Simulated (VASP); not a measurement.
Crystal: SnSe2.

```
Sn Se
1.0
     3.44739    0.00000    0.00000
    -1.72370    2.98553    0.00000
     0.00000    0.00000   12.67192
Sn Se
2 4
Direct
  0.33333 0.66667 0.25000
  0.66667 0.33333 0.75000
  0.66667 0.33333 0.38281
  0.66667 0.33333 0.11719
  0.33333 0.66667 0.88281
  0.33333 0.66667 0.61719
```

```yaml
Program: VASP 6.6.1
Task: relaxation of cell and atoms
Functional: PBE
Dispersion: D3(BJ)
Potentials_or_basis: VASP PAW PBE potentials, release 64 (Sn_d, Se)
Cutoff: 500 eV
k_mesh: 12 × 12 × 2
Occupations: fermi-dirac, width 0.02 eV
Spin: no spin polarisation
```

At the start: pressure 17.7 GPa; volume 21.74 Å³/atom.

**Question.** Where does the relaxation end?

**Answer.** Over 32 steps the energy falls by 297.2 meV/atom and the volume is 24.34 Å³/atom (+12.0 %); space group P6_3/mmc (No. 194, to 0.1 Å) before and after.

The path:
```tsv
step	energy change (eV)	largest force (eV/Å)	pressure (GPa)	volume (Å³)
1	0.0000	1.6592	17.66	130.42
2	-0.5060	1.1515	-7.23	180.99
3	-1.2720	0.3792	-0.43	154.84
4	-1.2723	0.3530	-0.20	154.32
5	-1.4341	0.1103	-0.09	155.68
6	-1.4414	0.6951	0.24	156.57
7	-1.4548	0.4140	0.06	156.16
8	-1.4550	0.4404	0.08	156.20
9	-1.4909	0.3900	-0.61	156.75
10	-1.5625	0.2637	-2.31	158.28
11	-1.5518	0.0037	-4.11	160.74
12	-1.5767	0.2867	-2.84	159.01
13	-1.5834	0.1621	-3.54	159.93
14	-1.5845	0.2191	-3.23	159.50
15	-1.5964	0.2135	-3.18	159.08
16	-1.6285	0.2021	-2.99	157.84
17	-1.6727	0.1359	-2.52	155.33
18	-1.5967	0.1717	-0.86	150.18
19	-1.6757	0.1158	-2.27	154.46
20	-1.6985	0.1342	-1.93	153.32
21	-1.7478	0.2048	-0.86	149.94
22	-1.7542	0.3008	1.77	143.27
23	-1.7681	0.2669	0.48	146.33
24	-1.7761	0.1853	0.22	146.49
25	-1.7801	0.0735	-0.12	146.70
26	-1.7809	0.0666	-0.08	146.53
27	-1.7825	0.0444	0.07	146.05
28	-1.7823	0.0066	0.37	145.07
29	-1.7829	0.0230	0.20	145.61
30	-1.7834	0.0107	-0.02	146.03
31	-1.7834	0.0088	-0.01	146.00
32	-1.7834	0.0024	0.01	146.02
```

Final structure:
```
CELL_PARAMETERS angstrom
3.83514 0.00000 0.00000
-1.91757 3.32133 0.00000
0.00000 0.00000 11.46348
ATOMIC_POSITIONS crystal
Sn 0.33333 0.66667 0.25000
Sn 0.66667 0.33333 0.75000
Se 0.66667 0.33333 0.40233
Se 0.66667 0.33333 0.09767
Se 0.33333 0.66667 0.90233
Se 0.33333 0.66667 0.59767
```
